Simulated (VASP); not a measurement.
A run of VASP 6.6.1:

INCAR

```
SYSTEM = GaP
PREC = Accurate
ENCUT = 520
EDIFF = 1E-7
ISMEAR = 0
SIGMA = 0.05
LREAL = .False.
LASPH = .True.
NELM = 150
ALGO = Normal
ISIF = 2
LWAVE = .False.
LCHARG = .False.
ISPIN = 2
MAGMOM = 0.5 0.5 0.5 0.5
LORBIT = 11
GGA = PS
NBANDS = 30
```

The input KPOINTS:

```
regular mesh
0
Gamma
  1 1 15
  0 0 0
```

Contents of POSCAR:

```
GaP
1.0
   11.2000000000      0.0000000000      0.0000000000
    0.0000000000      9.3000000000      0.0000000000
    0.0000000000      0.0000000000      4.2388524166
Ga P
2 2
Direct
    0.4006518965      0.5000000000      0.0000000000
    0.5993481035      0.5000000000      0.5000000000
    0.4006518965      0.5000000000      0.5000000000
    0.5993481035      0.5000000000      0.0000000000
```

Potentials or basis: VASP PAW PBE potentials, release 64 (Ga_d, P).

Command:

```bash
$ cat potpaw_PBE.64/Ga_d/POTCAR potpaw_PBE.64/P/POTCAR > POTCAR
$ mpirun -np 1 vasp_std > vasp.out
```

Hardware: 1 thread of AMD EPYC 7R13 (shared host).

Question: How long does it take, and how much memory?

Answer: It took 14 min on 1 thread of AMD EPYC 7R13, on a shared host, peak memory 0.65 GiB. Counts: scf iterations 27, k points 8.
